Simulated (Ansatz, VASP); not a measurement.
NaBe2: VASP beside Ansatz

```
Na Be
1.0
     5.04276    0.00000    0.00000
     0.00000    5.04276    0.00000
     0.00000    0.00000    5.17577
Na Be
2 4
Direct
  0.00000 0.00000 0.00000
  0.50000 0.50000 0.50000
  0.35802 0.35802 0.00000
  0.14198 0.85802 0.50000
  0.64198 0.64198 0.00000
  0.85802 0.14198 0.50000
```

Alike in both runs: functional PBE; k mesh 8 × 8 × 8; occupations gaussian, width 0.1 eV; no spin polarisation.

Ansatz relaxed the structure, and its values are those at the end. VASP's run is a single point on that final structure, the one shown.

|  | VASP | Ansatz |
| --- | --- | --- |
| version | VASP 6.6.1 | Ansatz 0.2.0 |
| potentials or method | VASP PAW PBE potentials, release 64 (Na_pv, Be), cutoff 520 eV | scalar-relativistic, plane waves, PAW |
| valence electrons in the cell | 22 | 26 |

Ansatz gave:

```
gap on the k mesh at the Fermi level (eV) : none
pressure (GPa)                            : 0.0
```

Which values does VASP return?

gap on the k mesh at the Fermi level (eV): none; pressure (GPa): 0.1.

A gap of «none» marks a metal or a gap that the smearing closes. The functional is the same, so the differences come from potentials, cutoffs and numerics. VASP's potentials hold 22 valence electrons a cell and Ansatz's 26, so a difference there can come from the potentials and not from the codes.
